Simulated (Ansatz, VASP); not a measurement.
**In3GaAs4 in VASP and in Ansatz**

File POSCAR:

```
In3GaAs4
1.0
    4.2435272716      0.0000000000      0.0000000000
    0.0000000000      4.2443310196      6.0041094131
    0.0000000000     -4.2443310196      6.0041094131
Ga In As
1 3 4
Direct
    0.0000000000     -0.0002221109     -0.0002221109
    0.5000000000      0.0008182856      0.4993692728
    0.5000000000      0.4993692728      0.0008182856
    0.0000000000      0.4993331884      0.4993331884
    0.5000000000      0.1154789325      0.1154789325
    0.0000000000      0.1197623392      0.6405098190
    0.0000000000      0.6405098190      0.1197623392
    0.5000000000      0.6249502734      0.6249502734
```

INCAR.step1

```
SYSTEM = In3GaAs4
ALGO = Normal ; EDIFF = 1E-4
ENCUT = 520 ; GGA = PE
ISMEAR = -1 ; LASPH = .True.
LCHARG = .False. ; LREAL = .False.
LWAVE = .True. ; NBANDS = 46
NELM = 60 ; PREC = Accurate
SIGMA = 0.02
```

The input INCAR.step2:

```
SYSTEM = In3GaAs4
ALGO = Normal ; EDIFF = 1E-7
ENCUT = 520 ; ISIF = 2
ISMEAR = -1 ; ISTART = 1
LASPH = .True. ; LCHARG = .True.
LELF = .True. ; LMIXTAU = .True.
LREAL = .False. ; LVHAR = .True.
LWAVE = .False. ; METAGGA = R2SCAN
NBANDS = 46 ; NELM = 60
PREC = Accurate ; SIGMA = 0.02
```

The input KPOINTS:

```
k-points
0
Gamma
  6 4 4
  0 0 0
```

Input for Ansatz:

```yaml
crystal:
  lattice:
    - [4.2435272716, 0.0, 0.0]
    - [0.0, 4.2443310196, 6.0041094131]
    - [0.0, -4.2443310196, 6.0041094131]
  atoms:
    - { symbol: Ga, position: [0.0, -0.0002221109, -0.0002221109] }
    - { symbol: In, position: [0.5, 0.0008182856, 0.4993692728] }
    - { symbol: In, position: [0.5, 0.4993692728, 0.0008182856] }
    - { symbol: In, position: [0.0, 0.4993331884, 0.4993331884] }
    - { symbol: As, position: [0.5, 0.1154789325, 0.1154789325] }
    - { symbol: As, position: [0.0, 0.1197623392, 0.640509819] }
    - { symbol: As, position: [0.0, 0.640509819, 0.1197623392] }
    - { symbol: As, position: [0.5, 0.6249502734, 0.6249502734] }
kpoints:
  mp_grid: { grid: [6, 4, 4] }
  band_path:
    path:
      - [0.0, 0.0, 0.0]
      - [0.0, 0.5, 0.5]
      - [0.0, 0.6250715625, 0.3749284375]
      - [0.0, 0.3749284375, -0.3749284375]
      - [0.5, 0.0, 0.0]
      - [0.5, 0.3749284375, -0.3749284375]
      - [0.5, 0.6250715625, 0.3749284375]
      - [0.5, 0.5, 0.5]
      - [0.0, 0.5, 0.0]
      - [0.0, 0.0374928438, -0.0374928438]
    npoints: 1
hamiltonian:
  xc: r2scan
scf:
  occupations: { method: fermi_dirac, width: 0.02 }
  n_extra_bands: 6
output:
  forces: true
  stress: true
  eigenvalues: true
  write_density: true
  write_potential: true
  elf: true
  volumetric_format: npy
```

Alike in both runs: task single point; functional r2SCAN; k mesh 6 × 4 × 4; occupations fermi-dirac, width 0.02 eV; no spin polarisation.

```csv
,VASP,Ansatz
version,VASP 6.6.1,Ansatz 0.2.0
potentials or method,"VASP PAW PBE potentials, release 64 (Ga_d, In_d, As)","plane waves, PAW"
plane-wave cutoff (eV),520,500
valence electrons in the cell,72,112
```

```csv
,VASP,Ansatz,Ansatz less VASP
pressure (GPa),0.0,0.0,-0.02
```

VASP's potentials were made for PBE, not for r2SCAN. VASP's potentials hold 72 valence electrons a cell and Ansatz's 112, so a difference there can come from the potentials and not from the codes.
